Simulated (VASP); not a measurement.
Set up this calculation in VASP 6.6.1, as the native input.

| Quantity | Value |
| --- | --- |
| Task | single point |
| Functional | PBE |
| Potentials or basis | VASP PAW PBE potentials, release 64 (K_sv) |
| Cutoff | 520 eV |
| k mesh | 10 × 10 × 10 |
| Occupations | fermi-dirac, width 0.08 eV |
| Spin | no spin polarisation |
| Dipole correction | no |
| Further INCAR settings | ALGO = Normal; EDIFF = 1e-07; NBANDS = 10 |

The structure of K lies in POSCAR:

```
K
1.0
    4.3024208470      0.0000000000      0.0000000000
    0.0000000000      4.3024208470      0.0000000000
    0.0000000000      0.0000000000      4.3024208470
K
1
Direct
    0.0000000000      0.0000000000      0.0000000000
```

These files were run (other wordings do the same):

INCAR

```
SYSTEM = K
PREC = Accurate
ENCUT = 520
EDIFF = 1E-7
ISMEAR = -1
SIGMA = 0.08
LREAL = .False.
LASPH = .True.
NELM = 80
ALGO = Normal
ISIF = 2
LWAVE = .False.
LCHARG = .False.
GGA = PE
NBANDS = 10
```

KPOINTS

```
Automatic mesh
0
Gamma
  10 10 10
  0 0 0
```

Potentials or basis: VASP PAW PBE potentials, release 64 (K_sv).

The run is started by

```console
$ cat potpaw_PBE.64/K_sv/POTCAR > POTCAR
$ mpirun -np 1 vasp_std > vasp.out
```

It gave:

The pressure is 0.0 GPa.

Run time: 18 s on 1 thread of Intel Xeon 6975P-C (shared host), peak memory 0.19 GiB.
